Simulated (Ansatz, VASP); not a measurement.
# Two plane-wave programs on Ti3Ge2

```xyz
5
Lattice="4.6630 0.0000 0.0000 0.0000 4.6630 0.0000 0.0000 0.0000 4.6630" Properties=species:S:1:pos:R:3 pbc="T T T"
Ti    2.3315    0.0000    0.0000
Ti    0.0000    2.3315    0.0000
Ti    0.0000    0.0000    2.3315
Ge    0.0000    0.0000    0.0000
Ge    2.3315    2.3315    2.3315
```

Alike in both runs: functional PBE; k mesh 4 × 4 × 4; occupations gaussian, width 0.1 eV; no spin polarisation.

Ansatz relaxed the structure, and its values are those at the end. VASP's run is a single point on that final structure, the one shown.

|  | VASP | Ansatz |
| --- | --- | --- |
| version | VASP 6.6.1 | Ansatz 0.2.0 |
| potentials or method | VASP PAW PBE potentials, release 64 (Ti_sv, Ge_d), cutoff 520 eV | scalar-relativistic, plane waves, PAW |
| valence electrons in the cell | 64 | 64 |

|  | VASP | Ansatz | Ansatz less VASP |
| --- | --- | --- | --- |
| gap on the k mesh at the Fermi level (eV) | none | none | - |
| pressure (GPa) | 0.4 | 0.3 | -0.11 |

A gap of «none» marks a metal or a gap that the smearing closes.
